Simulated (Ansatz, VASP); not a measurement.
# Two plane-wave programs on Ca2SnN

```
Ca Sn N
1.0
     4.02726    0.00000    0.00000
     0.00000    4.02726    0.00000
     0.00000    0.00000    6.59008
Ca Sn N
2 1 1
Direct
  0.00000 0.00000 0.50000
  0.00000 0.00000 0.00000
  0.50000 0.50000 0.50000
  0.50000 0.50000 0.00000
```

Alike in both runs: functional PBE; k mesh 12 × 12 × 8; occupations gaussian, width 0.1 eV; no spin polarisation.

Ansatz relaxed the structure, and its values are those at the end. VASP's run is a single point on that final structure, the one shown.

|  | VASP | Ansatz |
| --- | --- | --- |
| version | VASP 6.6.1 | Ansatz 0.2.0 |
| potentials or method | VASP PAW PBE potentials, release 64 (Ca_sv, Sn_d, N), cutoff 520 eV | scalar-relativistic, plane waves, PAW |
| valence electrons in the cell | 39 | 39 |

|  | VASP | Ansatz | Ansatz less VASP |
| --- | --- | --- | --- |
| gap on the k mesh at the Fermi level (eV) | none | none | - |
| pressure (GPa) | 0.1 | 0.0 | -0.06 |

A gap of «none» marks a metal or a gap that the smearing closes.
